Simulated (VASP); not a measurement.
# Si18N24O (a cell with a defect) in VASP: notebook

Runs on Si18N24O (a cell with a defect). Level: PBE. Tasks: single point.

Program: VASP 6.6.1. These are calculated values, not measurements. Logs are shortened: lines on timing, memory, paths and dates and some standing lists are left out, and cuts for length are marked.

## (1) The cell of the first run

The cell holds a defect, 43 atoms: a = 7.663 Å, b = 7.663 Å, c = 8.778 Å, α = 90.00°, β = 90.00°, γ = 120.00°.

## (2) Single point, PBE

Contents of INCAR:

```
SYSTEM = Si18N24O
PREC = Accurate
ENCUT = 520
EDIFF = 1E-6
ISMEAR = -1
SIGMA = 0.01
LREAL = Auto
LASPH = .TRUE.
NELM = 120
ALGO = Normal
ISIF = 2
LWAVE = .FALSE.
LCHARG = .FALSE.
GGA = PE
NBANDS = 126
GGA_COMPAT = .FALSE.
ISYM = -1
```

Contents of KPOINTS:

```
explicit points
1
Reciprocal
  0.25000000   0.25000000   0.25000000 1
```

Contents of POSCAR:

```
Si18N24O
1.0
    7.6633883341      0.0000000029      0.0000000000
   -3.8316941696      6.6366889750      0.0000000000
    0.0000000000      0.0000000000      8.7784169900
Si N O
18 24 1
Direct
    0.2352069949      0.8286029517      0.2520033983
    0.4049497466      0.2327319416      0.0858171799
    0.8255744720      0.5965719708      0.0857842507
    0.1730650167      0.4077251539      0.2523929276
    0.5913492422      0.7693274894      0.2515379223
    0.7677232633      0.1754093316      0.0858073275
    0.2341043584      0.8462480517      0.5857593253
    0.4056317920      0.2333654325      0.4178238097
    0.8147080139      0.5911914334      0.4113187539
    0.1752451122      0.4111359756      0.5857816865
    0.5875631945      0.7692083933      0.5857161668
    0.7669053951      0.1737130074      0.4190108184
    0.2352649940      0.8286631206      0.9195200768
    0.4056563496      0.2333814135      0.7538319138
    0.8147671221      0.5912738179      0.7602276055
    0.1730620023      0.4077163553      0.9191591515
    0.5913436145      0.7693496602      0.9198891412
    0.7668986643      0.1737024132      0.7525687377
    0.3319577482      0.6670453351      0.2503817251
    0.6662312744      0.3352806568      0.0857894105
    0.9698749625      0.6749569957      0.2523850775
    0.3007284822      0.9719352748      0.0857922357
    0.6680943827      0.7001517202      0.0857464518
    0.3271317071      0.2998760994      0.2521103708
    0.0294467789      0.3332867373      0.0857917675
    0.7031769257      0.0309848269      0.2518183341
    0.3274999919      0.6727205231      0.5857271739
    0.6660214110      0.3338766171      0.4177567028
    0.9548944221      0.6688608051      0.5857732229
    0.3210976053      0.9763172918      0.4131401079
    0.6598193862      0.6951724810      0.4184893082
    0.3294221822      0.3008743492      0.5857958539
    0.0295182730      0.3352822341      0.4195642477
    0.7000792250      0.0312185617      0.5857417314
    0.3319460686      0.6670226746      0.9210574892
    0.6660707324      0.3339468289      0.7537905261
    0.9699232634      0.6750865369      0.9191667922
    0.3211223541      0.9763079099      0.7584418213
    0.6598510103      0.6952532160      0.7530030594
    0.3271810797      0.2999136058      0.9194934971
    0.0295169567      0.3351772682      0.7520173684
    0.7030570676      0.0309772011      0.9196872152
    0.0231498475     -0.1079690125      0.5858321482
```

Potentials or basis: VASP PAW PBE potentials, release 64 (Si, N, O).

Launch:

```console
$ cat potpaw_PBE.64/Si/POTCAR potpaw_PBE.64/N/POTCAR potpaw_PBE.64/O/POTCAR > POTCAR
$ mpirun -np 1 vasp_std > vasp.out
```

OUTCAR:

```text
SYSTEM = Si18N24O
   PREC = Accurate
   ENCUT = 520
   EDIFF = 1E-6
   ISMEAR = -1
   LREAL = Auto
   LASPH = .TRUE.
   NELM = 120
   ISIF = 2
   GGA = PE
   ISYM = -1

 ion  position               nearest neighbor table
   1  0.235  0.829  0.252-  30 1.72  19 1.73  22 1.74  21 1.77  13 2.92   7 2.93   5 2.98   4 3.02
                             2 3.06   8 3.07   3 3.09   9 3.13
   2  0.405  0.233  0.086-  22 1.74  20 1.75  24 1.75  40 1.75  14 2.91   8 2.91   6 3.02   3 3.03
                             1 3.06  13 3.06   4 3.08  16 3.08
   3  0.826  0.597  0.086-  23 1.74  20 1.75  21 1.75  37 1.75   9 2.86  15 2.86   2 3.03   6 3.03
                             5 3.08  17 3.08   1 3.09  13 3.09
   4  0.173  0.408  0.252-  19 1.74  25 1.75  24 1.75  33 1.75  16 2.93  10 2.93   5 3.01   1 3.02
                             6 3.07   8 3.07  12 3.08   2 3.08
   5  0.591  0.769  0.252-  19 1.73  26 1.74  31 1.74  23 1.75  17 2.91  11 2.93   1 2.98   4 3.01
                             9 3.02  12 3.07   6 3.07   3 3.08
   6  0.768  0.175  0.086-  26 1.75  42 1.75  20 1.75  25 1.75  12 2.93  18 2.93   2 3.02   3 3.03
                             5 3.07  17 3.07   4 3.07  16 3.07
   7  0.234  0.846  0.586-  30 1.75  38 1.75  27 1.80  43 1.82  29 1.88   1 2.93  13 2.93   8 2.97
                            14 2.97  11 3.05  10 3.13
   8  0.406  0.233  0.418-  30 1.74  28 1.74  24 1.74  32 1.76   2 2.91  14 2.95   9 2.96   7 2.97
                            12 3.02   1 3.07   4 3.07  10 3.09
   9  0.815  0.591  0.411-  28 1.72  31 1.73  21 1.73  29 1.79  43 2.56   3 2.86   8 2.96   5 3.02
                            12 3.03  15 3.06  11 3.10   1 3.13
  10  0.175  0.411  0.586-  27 1.74  33 1.75  41 1.75  32 1.76  16 2.93   4 2.93  11 2.97   8 3.09
                            12 3.09  18 3.09  14 3.09   7 3.13
  11  0.588  0.769  0.586-  34 1.74  27 1.74  31 1.76  39 1.76  17 2.93   5 2.93  10 2.97   7 3.05
                            12 3.06  18 3.06   9 3.10  15 3.10
  12  0.767  0.174  0.419-  34 1.74  28 1.75  26 1.75  33 1.76   6 2.93  18 2.93   8 3.02   9 3.03
                            11 3.06   5 3.07   4 3.08  10 3.09
  13  0.235  0.829  0.920-  38 1.72  35 1.73  22 1.74  37 1.77   1 2.92   7 2.93  17 2.98  16 3.02
                             2 3.06  14 3.06   3 3.09  15 3.13
  14  0.406  0.233  0.754-  38 1.74  36 1.74  40 1.74  32 1.76   2 2.91   8 2.95  15 2.96   7 2.97
                            18 3.02  13 3.06  16 3.07  10 3.09
  15  0.815  0.591  0.760-  36 1.72  39 1.73  37 1.73  29 1.79  43 2.55   3 2.86  14 2.96  17 3.02
                            18 3.03   9 3.06  11 3.10  13 3.13
  16  0.173  0.408  0.919-  35 1.74  25 1.75  40 1.75  41 1.75   4 2.93  10 2.93  17 3.01  13 3.02
                             6 3.07  14 3.07  18 3.08   2 3.08
  17  0.591  0.769  0.920-  35 1.73  42 1.74  39 1.74  23 1.75   5 2.91  11 2.93  13 2.98  16 3.01
                            15 3.02  18 3.07   6 3.07   3 3.08
  18  0.767  0.174  0.753-  34 1.74  42 1.75  36 1.75  41 1.76   6 2.93  12 2.93  14 3.02  15 3.03
                            11 3.06  17 3.07  16 3.08  10 3.09
  19  0.332  0.667  0.250-   1 1.73   5 1.73   4 1.74
  20  0.666  0.335  0.086-   2 1.75   3 1.75   6 1.75
  21  0.970  0.675  0.252-   9 1.73   3 1.75   1 1.77
  22  0.301  0.972  0.086-   1 1.74   2 1.74  13 1.74
  23  0.668  0.700  0.086-   3 1.74   5 1.75  17 1.75
  24  0.327  0.300  0.252-   8 1.74   4 1.75   2 1.75
  25  0.029  0.333  0.086-   4 1.75  16 1.75   6 1.75
  26  0.703  0.031  0.252-   5 1.74   6 1.75  12 1.75
  27  0.327  0.673  0.586-  10 1.74  11 1.74   7 1.80
  28  0.666  0.334  0.418-   9 1.72   8 1.74  12 1.75
  29  0.955  0.669  0.586-  43 1.52  15 1.79   9 1.79   7 1.88
  30  0.321  0.976  0.413-   1 1.72   8 1.74   7 1.75
  31  0.660  0.695  0.418-   9 1.73   5 1.74  11 1.76
  32  0.329  0.301  0.586-   8 1.76  14 1.76  10 1.76
  33  0.030  0.335  0.420-   4 1.75  10 1.75  12 1.76
  34  0.700  0.031  0.586-  12 1.74  18 1.74  11 1.74
  35  0.332  0.667  0.921-  13 1.73  17 1.73  16 1.74
  36  0.666  0.334  0.754-  15 1.72  14 1.74  18 1.75
  37  0.970  0.675  0.919-  15 1.73   3 1.75  13 1.77
  38  0.321  0.976  0.758-  13 1.72  14 1.74   7 1.75
  39  0.660  0.695  0.753-  15 1.73  17 1.74  11 1.76
  40  0.327  0.300  0.919-  14 1.74  16 1.75   2 1.75
  41  0.030  0.335  0.752-  16 1.75  10 1.75  18 1.76
  42  0.703  0.031  0.920-  17 1.74   6 1.75  18 1.75
  43  0.023  0.892  0.586-  29 1.52   7 1.82  15 2.55   9 2.56

IMPORTANT INFORMATION: All symmetrisations will be switched off!
NOSYMM: (Re-)initialisation of all symmetry stuff for point group C_1.

----------------------------------------------------------------------------------------

                                     Primitive cell

  volume of cell :     446.4661

  direct lattice vectors                    reciprocal lattice vectors
     7.663388334  0.000000003  0.000000000     0.130490581  0.075338772  0.000000000
    -3.831694170  6.636688975  0.000000000    -0.000000000  0.150677545  0.000000000
     0.000000000  0.000000000  8.778416990     0.000000000  0.000000000  0.113915755

  length of vectors
     7.663388334  7.663388334  8.778416990     0.150677545  0.150677545  0.113915755

  position of ions in fractional coordinates (direct lattice)
     0.235206995  0.828602952  0.252003398
     0.404949747  0.232731942  0.085817180
     0.825574472  0.596571971  0.085784251
     0.173065017  0.407725154  0.252392928
     0.591349242  0.769327489  0.251537922
     0.767723263  0.175409332  0.085807327
[... 35 lines left out ...]
     0.703057068  0.030977201  0.919687215
     0.023149848  0.892030988  0.585832148

  ion indices of the primitive-cell ions
   primitive index   ion index
                 1           1
                 2           2
                 3           3
                 4           4
                 5           5
                 6           6
[... 35 lines left out ...]
                42          42
                43          43

----------------------------------------------------------------------------------------

 KPOINTS: explicit points

Read explicit list of k-points.

 Found      1 k-points:

 Following reciprocal coordinates:
            Coordinates               Weight
  0.250000  0.250000  0.250000      1.000000
   k-points           NKPTS =      1   k-points in BZ     NKDIM =      1   number of bands    NBANDS=    126
   number of dos      NEDOS =    301   number of ions     NIONS =     43
   total plane-waves  NPLWV = 252000
   dimension x,y,z NGX =    60 NGY =   60 NGZ =   70
   dimension x,y,z NGXF=   120 NGYF=  120 NGZF=  140
   ions per type =              18  24   1
   NGX,Y,Z   is equivalent  to a cutoff of  13.02, 13.02, 13.26 a.u.
   NGXF,Y,Z  is equivalent  to a cutoff of  26.03, 26.03, 26.51 a.u.
 SYSTEM =  Si18N24O
   PREC   = accura    normal or accurate (medium, high low for compatibility)
   ISTART =      0    job   : 0-new  1-cont  2-samecut
   ICHARG =      2    charge: 1-file 2-atom 10-const
   ISPIN  =      1    spin polarized calculation?
   LNONCOLLINEAR =      F non collinear calculations
   LSORBIT =      F    spin-orbit coupling
   LASPH  =      T    aspherical Exc in radial PAW
   ENCUT  =  520.0 eV  38.22 Ry    6.18 a.u.  14.25 14.25 16.32*2*pi/ulx,y,z
   NELM   =    120;   NELMIN=  2; NELMDL= -5     # of ELM steps
   EDIFF  = 0.1E-05   stopping-criterion for ELM
   LREAL  =      T    real-space projection
   EDIFFG = 0.1E-04   stopping-criterion for IOM
   NSW    =      0    number of steps for IOM
   IBRION =     -1    ionic relax: 0-MD 1-quasi-New 2-CG
   NFREE  =      0    steps in history (QN), initial steepest desc. (CG)
   ISIF   =      2    stress and relaxation
   ISYM   =     -1    0-nonsym 1-usesym 2-fastsym
   POTIM  = 0.5000    time-step for ionic-motion
   TEBEG  =    0.0;   TEEND  =   0.0 temperature during run
   PSTRESS=    0.0 pullay stress
   NELECT =     198.0000    total number of electrons
   NUPDOWN=      -1.0000    fix difference up-down
   EMIN   =  10.00;   EMAX   =-10.00  energy-range for DOS
   EFERMI =   0.00;   METHOD = LEGACY
   ISMEAR =    -1;   SIGMA  =   0.01  broadening in eV -4-tet -1-fermi 0-gaus
   EFERMI_NEDOS =   21; number of points for ismear=-14 and -15
   IALGO  =     38    algorithm
   IMIX   =      4    mixing-type and parameters
     AMIX     =   0.40;   BMIX     =  1.00
     AMIX_MAG =   1.60;   BMIX_MAG =  1.00
  volume/ion in A,a.u.               =      10.38        70.07
  Fermi-wavevector in a.u.,A,eV,Ry     =   1.248438  2.359206 21.206013  1.558598
  Thomas-Fermi vector in A             =   2.382525
   LORBIT       =      0    0 simple, 1 ext, 2 COOP (PROOUT), +10 PAW based schemes
   GGA     = PE    functional components
   LHFCALC =     F    Hartree Fock is set to
   AEXX    =    0.0000 exact exchange contribution
   IVDW    =     0    specifies the selected vdW correction
   LEPSILON=     F    determine dielectric tensor
   LRPA    =     F    only Hartree local field effects (RPA)
 non-spin polarized calculation
  energy-cutoff  :      520.00
  volume of cell :      446.47
 maximum number of plane-waves:     12026
 NGX is ok and might be reduce to    56
   NGX = 29   NGY = 29   NGZ = 33

 number of electron     198.0000007 magnetization

 Free energy of the ion-electron system (eV)
  ---------------------------------------------------
  ext. energy  EPLUGINS =         0.00000000
  ---------------------------------------------------
  free energy    TOTEN  =      -347.08326004 eV

  energy without entropy =     -347.08326004  energy(sigma->0) =     -347.08326004

 E-fermi :   6.6347     XC(G=0): -10.8362

 val. band max:        6.3625015787   @ k =   0.2500   0.2500   0.2500
 cond. band min:      10.6320456813   @ k =   0.2500   0.2500   0.2500
 fundamental gap:      4.2695441026
 Fermi energy:         6.6347151948

 k-point     1 :       0.2500    0.2500    0.2500
  band No.  band energies     occupation
      1     -14.2784      2.00000
      2     -10.9320      2.00000
      3     -10.4645      2.00000
      4     -10.3917      2.00000
      5     -10.2338      2.00000
      6      -9.8514      2.00000
[... 103 lines left out ...]
    110      12.3511      0.00000
    111      12.5123      0.00000
 [bands above 111 left out]

------------------------ aborting loop because EDIFF is reached ----------------------------------------

  FORCE on cell =-STRESS in cart. coord.  units (eV):
  Direction    XX          YY          ZZ          XY          YZ          ZX
  --------------------------------------------------------------------------------------
  -------------------------------------------------------------------------------------
  Total        1.8478165      5.5302232      3.7285828      4.6078316     -0.0612126     -0.0069468
  in kB        6.6310289     19.8456229     13.3803006     16.5355512     -0.2196662     -0.0249292
  external PRESSURE =      13.2856508 kB  Pullay stress =       0.0000000 kB

 VOLUME and BASIS-vectors are now :
 -----------------------------------------------------------------------------
  energy-cutoff  :      520.00
  volume of cell :      446.47
      direct lattice vectors                 reciprocal lattice vectors
     7.663388334  0.000000003  0.000000000     0.130490581  0.075338772  0.000000000
    -3.831694170  6.636688975  0.000000000    -0.000000000  0.150677545  0.000000000
     0.000000000  0.000000000  8.778416990     0.000000000  0.000000000  0.113915755

 POSITION                                       TOTAL-FORCE (eV/Angst)
 -----------------------------------------------------------------------------------
     -1.37247      5.49918      2.21219         0.002723      0.009069      0.002255
      2.21153      1.54457      0.75334        -0.001099     -0.012484      0.002099
      4.04082      3.95926      0.75305        -0.002670      0.002141     -0.002324
     -0.23601      2.70595      2.21561         0.001270     -0.002308     -0.000316
      1.58391      5.10579      2.20810        -0.005857      0.004796      0.005904
      5.21125      1.16414      0.75325         0.000619      0.000290      0.000394
[... 35 lines left out ...]
      5.26910      0.20559      8.07340         0.002546     -0.005090      0.002735
     -3.24058      5.92013      5.14268        -0.085832      0.176709      0.003947
 -----------------------------------------------------------------------------------
    total drift:                               -0.008965     -0.000436      0.001083

  FREE ENERGIE OF THE ION-ELECTRON SYSTEM (eV)
  ---------------------------------------------------
  free  energy   TOTEN  =      -347.0832600414 eV

  energy  without entropy=     -347.0832600414  energy(sigma->0) =     -347.08326004
```

It took 4.5 min on 1 thread of Intel Xeon 8259CL, shared host; peak memory 0.54 GiB.

What came out:

```yaml
Free_energy: -347.0833 eV
Pressure: 1.3 GPa
Largest_force: 0.196 eV/Å
Band_gap_on_the_k_mesh: 4.27 eV
```

Forces on the atoms (eV/Å):
```
Si   0.003  0.009  0.002
Si  -0.001 -0.012  0.002
Si  -0.003  0.002 -0.002
Si   0.001 -0.002  0.000
Si  -0.006  0.005  0.006
Si   0.001  0.000  0.000
Si   0.071 -0.009 -0.002
Si   0.006 -0.005 -0.003
Si   0.010 -0.004  0.014
Si   0.003 -0.006  0.000
Si  -0.001  0.009  0.000
Si  -0.002  0.000  0.005
Si   0.003  0.006 -0.001
Si   0.009 -0.003  0.003
Si   0.008 -0.005 -0.009
Si   0.000 -0.002 -0.001
Si  -0.006  0.004 -0.006
Si  -0.001  0.001 -0.007
N    0.005 -0.001  0.001
N   -0.004  0.000  0.000
N    0.002  0.000 -0.001
N   -0.004  0.003  0.001
N    0.007  0.002  0.000
N   -0.002  0.003 -0.002
N   -0.001 -0.002  0.000
N    0.002 -0.005 -0.002
N    0.002 -0.002  0.000
N    0.000 -0.001 -0.003
N    0.021 -0.150 -0.002
N   -0.006  0.000 -0.010
N   -0.008  0.003 -0.012
N   -0.006 -0.008  0.001
N   -0.002 -0.002 -0.005
N    0.001  0.001  0.000
N    0.007 -0.001 -0.001
N   -0.001  0.001  0.003
N    0.000 -0.001  0.000
N   -0.010 -0.001  0.007
N   -0.007  0.002  0.013
N   -0.003  0.002  0.001
N   -0.003 -0.002  0.005
N    0.003 -0.005  0.003
O   -0.086  0.177  0.004
```

Stress tensor (GPa, compression positive):
```
 0.66  1.65  0.00
 1.65  1.98 -0.02
 0.00 -0.02  1.34
```

(Part 1 of 2 ends here.)
